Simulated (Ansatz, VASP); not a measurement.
BaS in VASP and in Ansatz

```
Ba S
1.0
     0.00000    3.16630    3.16630
     3.16630    0.00000    3.16630
     3.16630    3.16630    0.00000
Ba S
1 1
Direct
  0.00000 0.00000 0.00000
  0.50000 0.50000 0.50000
```

Alike in both runs: task single point; functional PBEsol; k mesh 8 × 8 × 8; non-collinear spin, spin-orbit coupling.

|  | VASP | Ansatz |
| --- | --- | --- |
| version | VASP 6.6.1 | Ansatz 0.2.0 |
| potentials or method | VASP PAW PBE potentials, release 64 (Ba_sv, S) | PAW with Ansatz's default frozen-core files, fully relativistic files with spin-orbit coupling |
| plane-wave cutoff (eV) | 520 | 420 |
| occupations | gaussian, width 0.01 eV | fixed |
| valence electrons in the cell | 16 | 16 |

VASP gave:

```
pressure (GPa) : 0.6
```

Q: Which values does Ansatz return?

A: Pressure (GPa): 0.0.

VASP's potentials were made for PBE, not for PBEsol.
